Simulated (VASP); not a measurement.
# GaN (F-43m) in VASP: notebook

GaN is run at these levels: b88 exchange, pbe correlation, revPBE+D3(BJ); tasks: single point, relaxation of cell and atoms.

Program: VASP 6.6.1. These are calculated values, not measurements. Logs are shortened: lines on timing, memory, paths and dates and some standing lists are left out, and cuts for length are marked.

### Step 1. The cell of the first run

The structure is cubic, space group F-43m (No. 216). Conventional cell: a = 4.545 Å, b = 4.545 Å, c = 4.545 Å, α = 90.00°, β = 90.00°, γ = 90.00°. Within 2.6 Å of Ga (site symmetry -43m) lie 4 N at 1.97 Å. N (site symmetry -43m) has 4 Ga at 1.97 Å within 2.6 Å.

### Step 2. Single point, b88 exchange, pbe correlation

Input file INCAR:

```
SYSTEM = GaN
PREC = Accurate
ENCUT = 600
EDIFF = 1E-6
ISMEAR = -1
SIGMA = 0.05
LREAL = .False.
LASPH = .True.
NELM = 120
ALGO = Normal
ISIF = 2
LWAVE = .False.
LCHARG = .False.
GGA = LIBXC
LIBXC1 = GGA_X_B88
LIBXC2 = GGA_C_PBE
NBANDS = 16
GGA_COMPAT = .False.
```

Input file KPOINTS:

```
Automatic mesh
0
Gamma
  10 10 10
  0 0 0
```

Input file POSCAR:

```
GaN
1.0
    0.0000000000      2.2725523514      2.2725523514
    2.2725523514      0.0000000000      2.2725523514
    2.2725523514      2.2725523514      0.0000000000
Ga N
1 1
Direct
    0.0000000000      0.0000000000      0.0000000000
    0.2500000000      0.2500000000      0.2500000000
```

Potentials or basis: VASP PAW PBE potentials, release 64 (Ga_d, N).

Command:

```sh
$ cat potpaw_PBE.64/Ga_d/POTCAR potpaw_PBE.64/N/POTCAR > POTCAR
$ mpirun -np 1 vasp_std > vasp.out
```

OUTCAR:

```text
SYSTEM = GaN
   PREC = Accurate
   ENCUT = 600
   EDIFF = 1E-6
   ISMEAR = -1
   LREAL = .False.
   LASPH = .True.
   NELM = 120
   ISIF = 2
   GGA = LIBXC

 ion  position               nearest neighbor table
   1  0.000  0.000  0.000-   2 1.97   2 1.97   2 1.97   2 1.97
   2  0.250  0.250  0.250-   1 1.97   1 1.97   1 1.97   1 1.97

  LATTYP: Found a face centered cubic cell.
 ALAT       =     4.5451047028

  Lattice vectors:

 A1 = (   0.0000000000,   2.2725523514,   2.2725523514)
 A2 = (   2.2725523514,   0.0000000000,   2.2725523514)
 A3 = (   2.2725523514,   2.2725523514,   0.0000000000)

Analysis of symmetry for initial positions (statically):
=====================================================================
 Subroutine PRICEL returns:
 Original cell was already a primitive cell.

 Routine SETGRP: Setting up the symmetry group for a
 face centered cubic supercell.

 Subroutine GETGRP returns: Found 24 space group operations
 (whereof 24 operations were pure point group operations)
 out of a pool of 48 trial point group operations.

The static configuration has the point symmetry T_d .

Analysis of symmetry for dynamics (positions and initial velocities):
=====================================================================
 Subroutine PRICEL returns:
 Original cell was already a primitive cell.

 Routine SETGRP: Setting up the symmetry group for a
 face centered cubic supercell.

 Subroutine GETGRP returns: Found 24 space group operations
 (whereof 24 operations were pure point group operations)
 out of a pool of 48 trial point group operations.

The dynamic configuration has the point symmetry T_d .

 Subroutine INISYM returns: Found 24 space group operations
 (whereof 24 operations are pure point group operations),
 and found     1 'primitive' translations

----------------------------------------------------------------------------------------

                                     Primitive cell

  volume of cell :      23.4732

  direct lattice vectors                    reciprocal lattice vectors
     0.000000000  2.272552351  2.272552351    -0.220016934  0.220016934  0.220016934
     2.272552351  0.000000000  2.272552351     0.220016934 -0.220016934  0.220016934
     2.272552351  2.272552351  0.000000000     0.220016934  0.220016934 -0.220016934

  length of vectors
     3.213874357  3.213874357  3.213874357     0.381080508  0.381080508  0.381080508

  position of ions in fractional coordinates (direct lattice)
     0.000000000  0.000000000  0.000000000
     0.250000000  0.250000000  0.250000000

  ion indices of the primitive-cell ions
   primitive index   ion index
                 1           1
                 2           2

----------------------------------------------------------------------------------------

 KPOINTS: Automatic mesh

Automatic generation of k-mesh.
 Grid dimensions read from file:
 generate k-points for:   10   10   10

 Generating k-lattice:

  Cartesian coordinates                     Fractional coordinates (reciprocal lattice)
    -0.022001693  0.022001693  0.022001693     0.100000000  0.000000000  0.000000000
     0.022001693 -0.022001693  0.022001693     0.000000000  0.100000000  0.000000000
     0.022001693  0.022001693 -0.022001693     0.000000000  0.000000000  0.100000000

  Length of vectors
     0.038108051  0.038108051  0.038108051

  Shift w.r.t. Gamma in fractional coordinates (k-lattice)
     0.000000000  0.000000000  0.000000000

 Subroutine IBZKPT returns following result:
 ===========================================

 Found     47 irreducible k-points:

 Following reciprocal coordinates:
            Coordinates               Weight
  0.000000  0.000000  0.000000      1.000000
  0.100000  0.000000  0.000000      8.000000
  0.200000  0.000000  0.000000      8.000000
  0.300000  0.000000  0.000000      8.000000
  0.400000  0.000000  0.000000      8.000000
  0.500000  0.000000  0.000000      4.000000
[... 16 lines left out ...]
  0.300000  0.300000  0.000000      6.000000
  0.400000  0.300000  0.000000     24.000000
 [... further k-points ...]
   k-points           NKPTS =     47   k-points in BZ     NKDIM =     47   number of bands    NBANDS=     16
   number of dos      NEDOS =    301   number of ions     NIONS =      2
   total plane-waves  NPLWV =  21952
   dimension x,y,z NGX =    28 NGY =   28 NGZ =   28
   dimension x,y,z NGXF=    56 NGYF=   56 NGZF=   56
   ions per type =               1   1
   NGX,Y,Z   is equivalent  to a cutoff of  14.48, 14.48, 14.48 a.u.
   NGXF,Y,Z  is equivalent  to a cutoff of  28.97, 28.97, 28.97 a.u.
 SYSTEM =  GaN
   PREC   = accura    normal or accurate (medium, high low for compatibility)
   ISTART =      0    job   : 0-new  1-cont  2-samecut
   ICHARG =      2    charge: 1-file 2-atom 10-const
   ISPIN  =      1    spin polarized calculation?
   LNONCOLLINEAR =      F non collinear calculations
   LSORBIT =      F    spin-orbit coupling
   LASPH  =      T    aspherical Exc in radial PAW
   ENCUT  =  600.0 eV  44.10 Ry    6.64 a.u.   6.42  6.42  6.42*2*pi/ulx,y,z
   NELM   =    120;   NELMIN=  2; NELMDL= -5     # of ELM steps
   EDIFF  = 0.1E-05   stopping-criterion for ELM
   LREAL  =      F    real-space projection
   EDIFFG = 0.1E-04   stopping-criterion for IOM
   NSW    =      0    number of steps for IOM
   IBRION =     -1    ionic relax: 0-MD 1-quasi-New 2-CG
   NFREE  =      0    steps in history (QN), initial steepest desc. (CG)
   ISIF   =      2    stress and relaxation
   ISYM   =      2    0-nonsym 1-usesym 2-fastsym
   POTIM  = 0.5000    time-step for ionic-motion
   TEBEG  =    0.0;   TEEND  =   0.0 temperature during run
   PSTRESS=    0.0 pullay stress
   NELECT =      18.0000    total number of electrons
   NUPDOWN=      -1.0000    fix difference up-down
   EMIN   =  10.00;   EMAX   =-10.00  energy-range for DOS
   EFERMI =   0.00;   METHOD = LEGACY
   ISMEAR =    -1;   SIGMA  =   0.05  broadening in eV -4-tet -1-fermi 0-gaus
   EFERMI_NEDOS =   21; number of points for ismear=-14 and -15
   IALGO  =     38    algorithm
   IMIX   =      4    mixing-type and parameters
     AMIX     =   0.40;   BMIX     =  1.00
     AMIX_MAG =   1.60;   BMIX_MAG =  1.00
  volume/ion in A,a.u.               =      11.74        79.20
[... 31 lines left out ...]
 Fermi energy:         5.7857991570

 k-point     1 :       0.0000    0.0000    0.0000
  band No.  band energies     occupation
      1     -10.7619      2.00000
      2      -8.5052      2.00000
      3      -8.5052      2.00000
      4      -8.5052      2.00000
      5      -8.2116      2.00000
      6      -8.2116      2.00000
[... 8 lines left out ...]
     15      23.6313      0.00000
     16      23.6313      0.00000

 k-point     2 :       0.1000    0.0000    0.0000
  band No.  band energies     occupation
      1     -10.6587      2.00000
      2      -8.4927      2.00000
      3      -8.4927      2.00000
      4      -8.4636      2.00000
      5      -8.2127      2.00000
      6      -8.2127      2.00000
[... 8 lines left out ...]
     15      22.3483      0.00000
     16      22.3483      0.00000

 k-point     3 :       0.2000    0.0000    0.0000
  band No.  band energies     occupation
      1     -10.4033      2.00000
      2      -8.4636      2.00000
      3      -8.4636      2.00000
      4      -8.2921      2.00000
      5      -8.2115      2.00000
      6      -8.2115      2.00000
[... 8 lines left out ...]
     15      21.5884      0.00000
     16      21.5884      0.00000

 k-point     4 :       0.3000    0.0000    0.0000
  band No.  band energies     occupation
      1     -10.1432      2.00000
      2      -8.4377      2.00000
      3      -8.4377      2.00000
      4      -8.1990      2.00000
      5      -8.1989      2.00000
      6      -7.8867      2.00000
[... 8 lines left out ...]
     15      22.0373      0.00000
     16      22.0373      0.00000

 k-point     5 :       0.4000    0.0000    0.0000
  band No.  band energies     occupation
      1      -9.9957      2.00000
      2      -8.4265      2.00000
      3      -8.4265      2.00000
      4      -8.1783      2.00000
      5      -8.1783      2.00000
      6      -7.2897      2.00000
[... 8 lines left out ...]
     15      23.3719      0.00000
     16      23.3719      0.00000

 k-point     6 :       0.5000    0.0000    0.0000
  band No.  band energies     occupation
      1      -9.9545      2.00000
      2      -8.4244      2.00000
      3      -8.4244      2.00000
      4      -8.1680      2.00000
      5      -8.1680      2.00000
      6      -6.9487      2.00000
[... 8 lines left out ...]
     15      24.3233      0.00000
     16      24.3233      0.00000

 k-point     7 :       0.1000    0.1000    0.0000
  band No.  band energies     occupation
      1     -10.6248      2.00000
      2      -8.4814      2.00000
      3      -8.4814      2.00000
      4      -8.4645      2.00000
      5      -8.2207      2.00000
      6      -8.2048      2.00000
[... 8 lines left out ...]
     15      23.6039      0.00000
     16      24.3168      0.00000

 k-point     8 :       0.2000    0.1000    0.0000
  band No.  band energies     occupation
      1     -10.4218      2.00000
      2      -8.4617      2.00000
      3      -8.4512      2.00000
      4      -8.3498      2.00000
      5      -8.2149      2.00000
      6      -8.1980      2.00000
[... 8 lines left out ...]
     15      23.3561      0.00000
     16      23.4983      0.00000

 k-point     9 :       0.3000    0.1000    0.0000
  band No.  band energies     occupation
      1     -10.1690      2.00000
      2      -8.4388      2.00000
      3      -8.4215      2.00000
      4      -8.2505      2.00000
      5      -8.1863      2.00000
      6      -7.9720      2.00000
[... 8 lines left out ...]
     15      22.5315      0.00000
     16      23.4485      0.00000
[... 172 lines left out ...]
 k-point    19 :       0.5000    0.2000    0.0000
  band No.  band energies     occupation
      1      -9.8883      2.00000
      2      -8.4084      2.00000
      3      -8.3532      2.00000
      4      -8.2481      2.00000
      5      -8.1643      2.00000
      6      -6.8375      2.00000
[... 8 lines left out ...]
     15      24.9396      0.00000
     16      25.2857      0.00000

 k-point    20 :      -0.4000    0.2000    0.0000
  band No.  band energies     occupation
      1      -9.8824      2.00000
      2      -8.4134      2.00000
      3      -8.3588      2.00000
      4      -8.2205      2.00000
      5      -8.1865      2.00000
      6      -6.7199      2.00000
[... 8 lines left out ...]
     15      23.3661      0.00000
     16      24.9602      0.00000

 k-point    21 :      -0.3000    0.2000    0.0000
  band No.  band energies     occupation
      1      -9.9350      2.00000
      2      -8.4153      2.00000
      3      -8.3755      2.00000
      4      -8.2173      2.00000
      5      -8.2124      2.00000
      6      -7.1616      2.00000
[... 8 lines left out ...]
     15      21.9927      0.00000
     16      25.2810      0.00000

 k-point    22 :      -0.2000    0.2000    0.0000
  band No.  band energies     occupation
      1     -10.0639      2.00000
      2      -8.4223      2.00000
      3      -8.4094      2.00000
      4      -8.2316      2.00000
      5      -8.2182      2.00000
      6      -7.7164      2.00000
[... 8 lines left out ...]
     15      22.0799      0.00000
     16      25.2089      0.00000

 k-point    23 :       0.3000    0.3000    0.0000
  band No.  band energies     occupation
      1      -9.9896      2.00000
      2      -8.3614      2.00000
      3      -8.3305      2.00000
      4      -8.3305      2.00000
      5      -8.1650      2.00000
      6      -7.6918      2.00000
[... 8 lines left out ...]
     15      26.7627      0.00000
     16      27.0001      0.00000

 k-point    24 :       0.4000    0.3000    0.0000
  band No.  band energies     occupation
      1      -9.8942      2.00000
      2      -8.3804      2.00000
      3      -8.2986      2.00000
      4      -8.2986      2.00000
      5      -8.1556      2.00000
      6      -7.2401      2.00000
[... 8 lines left out ...]
     15      26.8590      0.00000
     16      27.1229      0.00000

 [... further k-points ...]
[... 5 lines left out ...]
  --------------------------------------------------------------------------------------
  -------------------------------------------------------------------------------------
  Total       -0.0145169     -0.0145169     -0.0145169     -0.0000000      0.0000000      0.0000000
  in kB       -0.9908596     -0.9908596     -0.9908596     -0.0000000      0.0000000      0.0000000
  external PRESSURE =      -0.9908596 kB  Pullay stress =       0.0000000 kB

 VOLUME and BASIS-vectors are now :
 -----------------------------------------------------------------------------
  energy-cutoff  :      600.00
  volume of cell :       23.47
      direct lattice vectors                 reciprocal lattice vectors
     0.000000000  2.272552351  2.272552351    -0.220016934  0.220016934  0.220016934
     2.272552351  0.000000000  2.272552351     0.220016934 -0.220016934  0.220016934
     2.272552351  2.272552351  0.000000000     0.220016934  0.220016934 -0.220016934

 POSITION                                       TOTAL-FORCE (eV/Angst)
 -----------------------------------------------------------------------------------
      0.00000      0.00000      0.00000         0.000000     -0.000000     -0.000000
      1.13628      1.13628      1.13628         0.000000      0.000000      0.000000
 -----------------------------------------------------------------------------------
    total drift:                                0.000000      0.000000      0.000000

  FREE ENERGIE OF THE ION-ELECTRON SYSTEM (eV)
  ---------------------------------------------------
  free  energy   TOTEN  =       -11.9394886391 eV

  energy  without entropy=      -11.9394886377  energy(sigma->0) =      -11.93948864
```

Wall time 60 s (1 thread of AMD EPYC 7R43 (Zen 3), shared host); peak memory 0.13 GiB.

Results:

```
Free energy            : -11.9395 eV
Pressure               : -0.1 GPa
Band gap on the k mesh : 1.56 eV
```

Caveat: the PAW data sets were made with another functional, which shifts forces and pressure a little.

### Step 3. Relaxation of cell and atoms, b88 exchange, pbe correlation

This run uses another cell than the first one, of 11.44 Å³/atom.

Input file INCAR:

```
SYSTEM = GaN
PREC = Accurate
ENCUT = 600
EDIFF = 1E-7
ISMEAR = -1
SIGMA = 0.05
LREAL = .False.
LASPH = .True.
NELM = 120
ALGO = Normal
ISIF = 3
LWAVE = .False.
LCHARG = .False.
GGA = LIBXC
LIBXC1 = GGA_X_B88
LIBXC2 = GGA_C_PBE
IBRION = 2
NSW = 60
EDIFFG = -0.01
GGA_COMPAT = .False.
NELMIN = 4
```

KPOINTS is that of step 2.

Input file POSCAR:

```
GaN
1.0
    0.0000000000      2.2535006075      2.2535006075
    2.2535006075      0.0000000000      2.2535006075
    2.2535006075      2.2535006075      0.0000000000
Ga N
1 1
Direct
    0.0000000000      0.0000000000      0.0000000000
    0.2500000000      0.2500000000      0.2500000000
```

Potentials or basis: VASP PAW PBE potentials, release 64 (Ga_d, N).

Command:

```sh
$ cat potpaw_PBE.64/Ga_d/POTCAR potpaw_PBE.64/N/POTCAR > POTCAR
$ mpirun -np 1 vasp_std > vasp.out
```

It took 65 s on 1 thread of AMD EPYC 7R43 (Zen 3), shared host; peak memory 0.14 GiB.

Results (log left out):

| Item | Value |
| --- | --- |
| Free energy | -11.9387 eV |
| Relaxed volume | 11.73 Å³/atom |
| Relaxed cell | a = 3.213 Å, b = 3.213 Å, c = 3.213 Å, α = 60.00°, β = 60.00°, γ = 60.00° |
| Space group after relaxing (to 0.1 Å) | F-43m (No. 216) |
| Energy gained by relaxing | 3.9 meV/atom |
| Ionic steps | 3 |
| Pressure after relaxing | 0.0 GPa |
| Band gap on the k mesh | 1.57 eV |

The path:
```csv
step,energy change (eV),largest force (eV/Å),pressure (GPa),volume (Å³)
1,0.0000,0.0000,4.50,22.89
2,-0.0022,0.0000,-3.49,23.97
3,-0.0079,0.0000,-0.02,23.46
```

Final structure:
```
Ga N
1.0
     0.00000    2.27218    2.27218
     2.27218    0.00000    2.27218
     2.27218    2.27218    0.00000
Ga N
1 1
Direct
  0.00000 0.00000 0.00000
  0.25000 0.25000 0.25000
```

Levels at points of the mesh, in eV from the valence-band top:
```csv
k point,band 6,band 7,band 8,band 9,band 10,band 11,band 12,band 13
"(0.00, 0.00, 0.00)",-13.17,0.00,0.00,0.00,1.57,10.15,10.15,10.15
"(0.50, 0.00, 0.00)",-11.91,-6.87,-0.94,-0.94,4.47,8.61,10.24,10.24
"(0.50, 0.50, 0.00)",-11.47,-6.02,-2.61,-2.61,3.35,6.51,11.54,13.70
```

Caveat: the PAW data sets were made with another functional, which shifts forces and pressure a little.

### Step 4. Relaxation of cell and atoms, revPBE+D3(BJ)

This run uses another cell than the first one, of 11.44 Å³/atom.

Input file INCAR:

```
SYSTEM = GaN
ALGO = Normal
EDIFF = 1E-6
EDIFFG = -0.01
ENCUT = 600
GGA = RE
IBRION = 2
ISIF = 3
ISMEAR = -1
IVDW = 12
LASPH = .True.
LCHARG = .False.
LREAL = .False.
LWAVE = .False.
NELM = 60
NSW = 60
PREC = Accurate
SIGMA = 0.05
```

Input file KPOINTS:

```
k-points
0
Gamma
  10 10 10
  0 0 0
```

POSCAR is that of step 3.

Command:

```sh
$ cat potpaw_PBE.64/Ga_d/POTCAR potpaw_PBE.64/N/POTCAR > POTCAR
$ mpirun -np 1 vasp_std > vasp.out
```

Wall time 50 s (1 thread of Intel Xeon 8259CL, shared host); peak memory 0.19 GiB.

Results (log left out):

```
Free energy                           : -12.4210 eV
Relaxed volume                        : 11.47 Å³/atom
Relaxed cell                          : a = 3.189 Å, b = 3.189 Å, c = 3.189 Å, α = 60.00°, β = 60.00°, γ = 60.00°
Space group after relaxing (to 0.1 Å) : F-43m (No. 216)
Energy gained by relaxing             : 0.0 meV/atom
Ionic steps                           : 3
Pressure after relaxing               : 0.0 GPa
Band gap on the k mesh                : 1.75 eV
Dispersion energy per atom            : -0.490 eV
```

Final structure:
```xyz
2
Lattice="0.0000 2.2552 2.2552 2.2552 0.0000 2.2552 2.2552 2.2552 0.0000" Properties=species:S:1:pos:R:3 pbc="T T T"
Ga    0.0000    0.0000    0.0000
N     1.1276    1.1276    1.1276
```

Levels at points of the mesh, in eV from the valence-band top:
| k point | band 6 | band 7 | band 8 | band 9 | band 10 | band 11 | band 12 | band 13 |
| --- | --- | --- | --- | --- | --- | --- | --- | --- |
| (0.00, 0.00, 0.00) | -13.13 | 0.00 | 0.00 | 0.00 | 1.75 | 10.34 | 10.34 | 10.34 |
| (0.50, 0.00, 0.00) | -11.90 | -6.99 | -0.96 | -0.96 | 4.68 | 8.78 | 10.40 | 10.40 |
| (0.50, 0.50, 0.00) | -11.48 | -6.09 | -2.68 | -2.68 | 3.39 | 6.72 | 11.79 | 14.02 |

Caveat: the PAW data sets were made with another functional, which shifts forces and pressure a little.

### Step 5. The runs side by side

| task | level | cell | gap on the mesh (eV) | pressure (GPa) | relaxed volume (Å³/atom) |
| --- | --- | --- | --- | --- | --- |
| single point | b88 exchange, pbe correlation | a = 3.214 Å, angles 60.0°, 2 atoms | 1.56 | -0.1 | - |
| relaxation of cell and atoms | b88 exchange, pbe correlation | relaxed from a = 3.187 Å, angles 60.0°, 2 atoms | 1.57 | 0.0 | 11.73 |
| relaxation of cell and atoms | revPBE+D3(BJ) | relaxed from a = 3.187 Å, angles 60.0°, 2 atoms | 1.75 | 0.0 | 11.47 |

Alike in all rows: potentials or basis VASP PAW PBE potentials, release 64 (Ga_d, N); no spin polarisation; k mesh 10 × 10 × 10; cutoff (eV) 600; smearing fermi-dirac 0.05 eV.

Caveats: the PAW data sets were made with another functional, which shifts forces and pressure a little.

Absolute energies hang on the potentials; compare differences alone.
